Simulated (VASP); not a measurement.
# SbAuBr4 (P4/mmm) in VASP: notebook

The runs below take SbAuBr4 through single point, relaxation of cell and atoms, with PBEsol.

Everything below comes from runs of VASP 6.6.1. Logs are shortened: lines on timing, memory, paths and dates and some standing lists are left out, and cuts for length are marked.

## Step 1: The cell of the first run

The structure is tetragonal, space group P4/mmm (No. 123). Conventional cell: a = 4.866 Å, b = 4.866 Å, c = 6.949 Å, α = 90.00°, β = 90.00°, γ = 90.00°. Within 3.9 Å of Sb (site symmetry 4/mmm) lie 8 Br at 2.99 Å. Within 3.9 Å of Au (site symmetry 4/mmm) lie 8 Br at 2.99 Å. Br (site symmetry 2mm) has 2 Sb at 2.99 Å and 2 Au at 2.99 Å and 6 Br at 3.44 to 3.48 Å within 3.9 Å.

## Step 2: Single point, PBEsol

File INCAR:

```
PREC     = Accurate       # precision mode
ENCUT    = 520            # plane-wave cutoff, eV
EDIFF    = 1E-6           # SCF threshold, eV
ISMEAR   = -1             # smearing method
SIGMA    = 0.03           # smearing width, eV
LREAL    = False          # projectors in reciprocal space
LASPH    = True           # aspherical terms in the spheres
NELM     = 100            # most SCF steps
ALGO     = Normal         # electronic algorithm
ISIF     = 2              # what is computed and relaxed
LWAVE    = False          # write WAVECAR
LCHARG   = True           # write CHGCAR
GGA      = PS             # functional
LELF     = True           # ELF
LVHAR    = True         
NBANDS   = 31             # bands
```

File KPOINTS:

```
Automatic mesh
0
Gamma
  4 4 4
```

File POSCAR:

```
SbAuBr4
1.0
    4.8661422812      0.0000000000      0.0000000000
    0.0000000000      4.8661422812      0.0000000000
    0.0000000000      0.0000000000      6.9485560205
Sb Au Br
1 1 4
Direct
    0.0000000000      0.0000000000      0.0000000000
    0.5000000000      0.5000000000      0.5000000000
    0.5000000000      0.0000000000      0.7505369806
    0.0000000000      0.5000000000      0.2494630194
    0.5000000000      0.0000000000      0.2494630194
    0.0000000000      0.5000000000      0.7505369806
```

Potentials or basis: VASP PAW PBE potentials, release 64 (Sb, Au, Br).

Started as:

```console
cat potpaw_PBE.64/Sb/POTCAR potpaw_PBE.64/Au/POTCAR potpaw_PBE.64/Br/POTCAR > POTCAR
mpirun -np 1 vasp_std > vasp.out
```

OUTCAR:

```text
PREC = Accurate
   ENCUT = 520
   EDIFF = 1E-6
   ISMEAR = -1
   LREAL = False
   LASPH = True
   NELM = 100
   ISIF = 2
   GGA = PS

 ion  position               nearest neighbor table
   1  0.000  0.000  0.000-   3 2.99   4 2.99   5 2.99   6 2.99   4 2.99   6 2.99   3 2.99   5 2.99

   2  0.500  0.500  0.500-   3 2.99   4 2.99   5 2.99   6 2.99   3 2.99   5 2.99   4 2.99   6 2.99

   3  0.500  0.000  0.751-   1 2.99   1 2.99   2 2.99   2 2.99
   4  0.000  0.500  0.249-   1 2.99   1 2.99   2 2.99   2 2.99
   5  0.500  0.000  0.249-   1 2.99   1 2.99   2 2.99   2 2.99
   6  0.000  0.500  0.751-   1 2.99   1 2.99   2 2.99   2 2.99

  LATTYP: Found a simple tetragonal cell.
 ALAT       =     4.8661422812
 C/A-ratio  =     1.4279393448

  Lattice vectors:

 A1 = (   4.8661422812,   0.0000000000,   0.0000000000)
 A2 = (   0.0000000000,   4.8661422812,   0.0000000000)
 A3 = (   0.0000000000,   0.0000000000,   6.9485560205)

Analysis of symmetry for initial positions (statically):
=====================================================================
 Subroutine PRICEL returns:
 Original cell was already a primitive cell.

 Routine SETGRP: Setting up the symmetry group for a
 simple tetragonal supercell.

 Subroutine GETGRP returns: Found 16 space group operations
 (whereof 16 operations were pure point group operations)
 out of a pool of 16 trial point group operations.

The static configuration has the point symmetry D_4h.

Analysis of symmetry for dynamics (positions and initial velocities):
=====================================================================
 Subroutine PRICEL returns:
 Original cell was already a primitive cell.

 Routine SETGRP: Setting up the symmetry group for a
 simple tetragonal supercell.

 Subroutine GETGRP returns: Found 16 space group operations
 (whereof 16 operations were pure point group operations)
 out of a pool of 16 trial point group operations.

The dynamic configuration has the point symmetry D_4h.

 Subroutine INISYM returns: Found 16 space group operations
 (whereof 16 operations are pure point group operations),
 and found     1 'primitive' translations

----------------------------------------------------------------------------------------

                                     Primitive cell

  volume of cell :     164.5372

  direct lattice vectors                    reciprocal lattice vectors
     4.866142281  0.000000000  0.000000000     0.205501595  0.000000000  0.000000000
     0.000000000  4.866142281  0.000000000     0.000000000  0.205501595  0.000000000
     0.000000000  0.000000000  6.948556020     0.000000000  0.000000000  0.143914793

  length of vectors
     4.866142281  4.866142281  6.948556020     0.205501595  0.205501595  0.143914793

  position of ions in fractional coordinates (direct lattice)
     0.000000000  0.000000000  0.000000000
     0.500000000  0.500000000  0.500000000
     0.500000000  0.000000000  0.750536981
     0.000000000  0.500000000  0.249463019
     0.500000000  0.000000000  0.249463019
     0.000000000  0.500000000  0.750536981

  ion indices of the primitive-cell ions
   primitive index   ion index
                 1           1
                 2           2
                 3           3
                 4           4
                 5           5
                 6           6

----------------------------------------------------------------------------------------

 KPOINTS: Automatic mesh

Automatic generation of k-mesh.
 Grid dimensions read from file:
 generate k-points for:    4    4    4

 Generating k-lattice:

  Cartesian coordinates                     Fractional coordinates (reciprocal lattice)
     0.051375399  0.000000000  0.000000000     0.250000000  0.000000000  0.000000000
     0.000000000  0.051375399  0.000000000     0.000000000  0.250000000  0.000000000
     0.000000000  0.000000000  0.035978698     0.000000000  0.000000000  0.250000000

  Length of vectors
     0.051375399  0.051375399  0.035978698

  Shift w.r.t. Gamma in fractional coordinates (k-lattice)
     0.000000000  0.000000000  0.000000000

 Subroutine IBZKPT returns following result:
 ===========================================

 Found     18 irreducible k-points:

 Following reciprocal coordinates:
            Coordinates               Weight
  0.000000  0.000000  0.000000      1.000000
  0.250000  0.000000  0.000000      4.000000
  0.500000  0.000000  0.000000      2.000000
  0.250000  0.250000  0.000000      4.000000
  0.500000  0.250000  0.000000      4.000000
  0.500000  0.500000  0.000000      1.000000
[... 10 lines left out ...]
  0.500000  0.250000  0.500000      4.000000
  0.500000  0.500000  0.500000      1.000000
   k-points           NKPTS =     18   k-points in BZ     NKDIM =     18   number of bands    NBANDS=     31
   number of dos      NEDOS =    301   number of ions     NIONS =      6
   total plane-waves  NPLWV =  69984
   dimension x,y,z NGX =    36 NGY =   36 NGZ =   54
   dimension x,y,z NGXF=    72 NGYF=   72 NGZF=  108
   ions per type =               1   1   4
   NGX,Y,Z   is equivalent  to a cutoff of  12.30, 12.30, 12.92 a.u.
   NGXF,Y,Z  is equivalent  to a cutoff of  24.60, 24.60, 25.84 a.u.
 SYSTEM =  unknown system
   PREC   = accura    normal or accurate (medium, high low for compatibility)
   ISTART =      0    job   : 0-new  1-cont  2-samecut
   ICHARG =      2    charge: 1-file 2-atom 10-const
   ISPIN  =      1    spin polarized calculation?
   LNONCOLLINEAR =      F non collinear calculations
   LSORBIT =      F    spin-orbit coupling
   LASPH  =      T    aspherical Exc in radial PAW
   ENCUT  =  520.0 eV  38.22 Ry    6.18 a.u.   9.05  9.05 12.92*2*pi/ulx,y,z
   NELM   =    100;   NELMIN=  2; NELMDL= -5     # of ELM steps
   EDIFF  = 0.1E-05   stopping-criterion for ELM
   LREAL  =      F    real-space projection
   EDIFFG = 0.1E-04   stopping-criterion for IOM
   NSW    =      0    number of steps for IOM
   IBRION =     -1    ionic relax: 0-MD 1-quasi-New 2-CG
   NFREE  =      0    steps in history (QN), initial steepest desc. (CG)
   ISIF   =      2    stress and relaxation
   ISYM   =      2    0-nonsym 1-usesym 2-fastsym
   POTIM  = 0.5000    time-step for ionic-motion
   TEBEG  =    0.0;   TEEND  =   0.0 temperature during run
   PSTRESS=    0.0 pullay stress
   NELECT =      44.0000    total number of electrons
   NUPDOWN=      -1.0000    fix difference up-down
   EMIN   =  10.00;   EMAX   =-10.00  energy-range for DOS
   EFERMI =   0.00;   METHOD = LEGACY
   ISMEAR =    -1;   SIGMA  =   0.03  broadening in eV -4-tet -1-fermi 0-gaus
   EFERMI_NEDOS =   21; number of points for ismear=-14 and -15
   IALGO  =     38    algorithm
   IMIX   =      4    mixing-type and parameters
     AMIX     =   0.40;   BMIX     =  1.00
     AMIX_MAG =   1.60;   BMIX_MAG =  1.00
  volume/ion in A,a.u.               =      27.42       185.06
  Fermi-wavevector in a.u.,A,eV,Ry     =   1.054721  1.993134 15.135621  1.112437
  Thomas-Fermi vector in A             =   2.189892
   LORBIT       =      0    0 simple, 1 ext, 2 COOP (PROOUT), +10 PAW based schemes
   GGA     = PS    functional components
   LHFCALC =     F    Hartree Fock is set to
   AEXX    =    0.0000 exact exchange contribution
   IVDW    =     0    specifies the selected vdW correction
   LEPSILON=     F    determine dielectric tensor
   LRPA    =     F    only Hartree local field effects (RPA)
 non-spin polarized calculation
  energy-cutoff  :      520.00
  volume of cell :      164.54
 maximum number of plane-waves:      4448
   NGX = 19   NGY = 19   NGZ = 25

 number of electron      43.9999995 magnetization

 Free energy of the ion-electron system (eV)
  ---------------------------------------------------
  ext. energy  EPLUGINS =         0.00000000
  ---------------------------------------------------
  free energy    TOTEN  =       -16.54665365 eV

  energy without entropy =      -16.54355852  energy(sigma->0) =      -16.54510609

 E-fermi :   3.3394     XC(G=0):  -9.3216

 val. band max:        3.3310165157   @ k =   0.5000   0.5000   0.2500
 cond. band min:       3.3510563343   @ k =   0.0000   0.0000   0.2500
 fundamental gap:      0.0200398185
 Fermi energy:         3.3394237997

 k-point     1 :       0.0000    0.0000    0.0000
  band No.  band energies     occupation
      1     -12.3880      2.00000
      2     -11.6920      2.00000
      3     -11.1746      2.00000
      4     -10.7635      2.00000
      5      -5.8631      2.00000
      6      -1.7030      2.00000
[... 23 lines left out ...]
     30      10.2540      0.00000
     31      10.2545      0.00000

 k-point     2 :       0.2500    0.0000    0.0000
  band No.  band energies     occupation
      1     -12.2107      2.00000
      2     -11.5629      2.00000
      3     -11.3404      2.00000
      4     -10.9051      2.00000
      5      -6.0059      2.00000
      6      -1.9090      2.00000
[... 23 lines left out ...]
     30       9.5555      0.00000
     31      10.7984      0.00000

 k-point     3 :       0.5000    0.0000    0.0000
  band No.  band energies     occupation
      1     -11.8167      2.00000
      2     -11.7264      2.00000
      3     -11.2704      2.00000
      4     -11.2100      2.00000
      5      -6.1276      2.00000
      6      -2.0062      2.00000
[... 23 lines left out ...]
     30      10.0106      0.00000
     31      10.7279      0.00000

 k-point     4 :       0.2500    0.2500    0.0000
  band No.  band energies     occupation
      1     -12.0613      2.00000
      2     -11.4615      2.00000
      3     -11.4324      2.00000
      4     -10.9944      2.00000
      5      -6.2515      2.00000
      6      -2.0084      2.00000
[... 23 lines left out ...]
     30      10.2308      0.00000
     31      10.8267      0.00000

 k-point     5 :       0.5000    0.2500    0.0000
  band No.  band energies     occupation
      1     -11.7426      2.00000
      2     -11.6950      2.00000
      3     -11.2373      2.00000
      4     -11.2068      2.00000
      5      -6.4738      2.00000
      6      -1.8940      2.00000
[... 23 lines left out ...]
     30      11.3758      0.00000
     31      11.3787      0.00000
[... 338 lines left out ...]
     30      10.4736      0.00000
     31      10.8660      0.00000

 k-point    16 :       0.2500    0.2500    0.5000
  band No.  band energies     occupation
      1     -11.8809      2.00000
      2     -11.6824      2.00000
      3     -11.2627      2.00000
      4     -11.1856      2.00000
      5      -6.1610      2.00000
      6      -1.7914      2.00000
[... 23 lines left out ...]
     30      10.6825      0.00000
     31      10.7532      0.00000

 k-point    17 :       0.5000    0.2500    0.5000
  band No.  band energies     occupation
      1     -11.5916      2.00000
      2     -11.5132      2.00000
      3     -11.4157      2.00000
      4     -11.4150      2.00000
      5      -6.4347      2.00000
      6      -1.9721      2.00000
[... 23 lines left out ...]
     30      10.7324      0.00000
     31      11.0098      0.00000

 k-point    18 :       0.5000    0.5000    0.5000
  band No.  band energies     occupation
      1     -11.5071      2.00000
      2     -11.5071      2.00000
      3     -11.3820      2.00000
      4     -11.3820      2.00000
      5      -6.7794      2.00000
      6      -2.5051      2.00000
[... 23 lines left out ...]
     30      10.1196      0.00000
     31      11.5531      0.00000

------------------------ aborting loop because EDIFF is reached ----------------------------------------

  FORCE on cell =-STRESS in cart. coord.  units (eV):
  Direction    XX          YY          ZZ          XY          YZ          ZX
  --------------------------------------------------------------------------------------
  -------------------------------------------------------------------------------------
  Total       -0.0575112     -0.0575112     -0.0761159      0.0000000     -0.0000000      0.0000000
  in kB       -0.5600138     -0.5600138     -0.7411764      0.0000000     -0.0000000      0.0000000
  external PRESSURE =      -0.6204014 kB  Pullay stress =       0.0000000 kB

 VOLUME and BASIS-vectors are now :
 -----------------------------------------------------------------------------
  energy-cutoff  :      520.00
  volume of cell :      164.54
      direct lattice vectors                 reciprocal lattice vectors
     4.866142281  0.000000000  0.000000000     0.205501595  0.000000000  0.000000000
     0.000000000  4.866142281  0.000000000     0.000000000  0.205501595  0.000000000
     0.000000000  0.000000000  6.948556020     0.000000000  0.000000000  0.143914793

 POSITION                                       TOTAL-FORCE (eV/Angst)
 -----------------------------------------------------------------------------------
      0.00000      0.00000      0.00000         0.000000     -0.000000      0.000000
      2.43307      2.43307      3.47428         0.000000     -0.000000      0.000000
      2.43307      0.00000      5.21515        -0.000000     -0.000000      0.006270
      0.00000      2.43307      1.73341        -0.000000     -0.000000     -0.006270
      2.43307      0.00000      1.73341         0.000000      0.000000     -0.006270
      0.00000      2.43307      5.21515        -0.000000     -0.000000      0.006270
 -----------------------------------------------------------------------------------
    total drift:                                0.000000      0.000000      0.000000

  FREE ENERGIE OF THE ION-ELECTRON SYSTEM (eV)
  ---------------------------------------------------
  free  energy   TOTEN  =       -16.5466536502 eV

  energy  without entropy=      -16.5435585234  energy(sigma->0) =      -16.54510609
```

Wall time 37 s (1 thread of Intel Xeon 6975P-C (Granite Rapids), shared host); peak memory 0.3 GiB.

Results:

* Free energy: -16.5467 eV
* Pressure: -0.1 GPa
* Largest force: 0.006 eV/Å
* Band gap on the k mesh: zero (bands 22 and 23 overlap by 0.25 eV)

Forces on the atoms (eV/Å):
```
Sb   0.000  0.000  0.000
Au   0.000  0.000  0.000
Br   0.000  0.000  0.006
Br   0.000  0.000 -0.006
Br   0.000  0.000 -0.006
Br   0.000  0.000  0.006
```

Caveat: the PAW data sets were made with another functional, which shifts forces and pressure a little; spin-orbit coupling is left out, which moves the levels of the heavy elements.

[end of part 1 of 2]
